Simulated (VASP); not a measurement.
Runs of VASP 6.6.1 on WSe4. The structure is that of space group P-43m (No. 215), or close to it. The cells are those of the table. 

```csv
task,cell,k mesh,cutoff (eV),gap on the mesh (eV),pressure (GPa)
single point,"a = 5.460 Å, 5 atoms",8 × 8 × 8,520,none,0.1
single point,"a = 5.480 Å, 5 atoms",4 × 4 × 4,520,none,0.0
relaxation of cell and atoms,"relaxed from a = 5.221 Å, 5 atoms",4 × 4 × 4,600,none,0.1
single point,"a = 5.221 Å, 5 atoms",4 × 4 × 4,520,none,(a)
```

Alike in all rows: level PBE; potentials or basis VASP PAW PBE potentials, release 64 (W_sv, Se); no spin polarisation; smearing gaussian 0.1 eV.

Q: Estimate the missing entries.

A: (a) 6.1.

Caveats: spin-orbit coupling is left out, which moves the levels of the heavy elements.

A k mesh can miss the band edges, and the runs leave out spin-orbit coupling on Se, W.

A gap of «none» marks levels without a gap at the run's occupations.
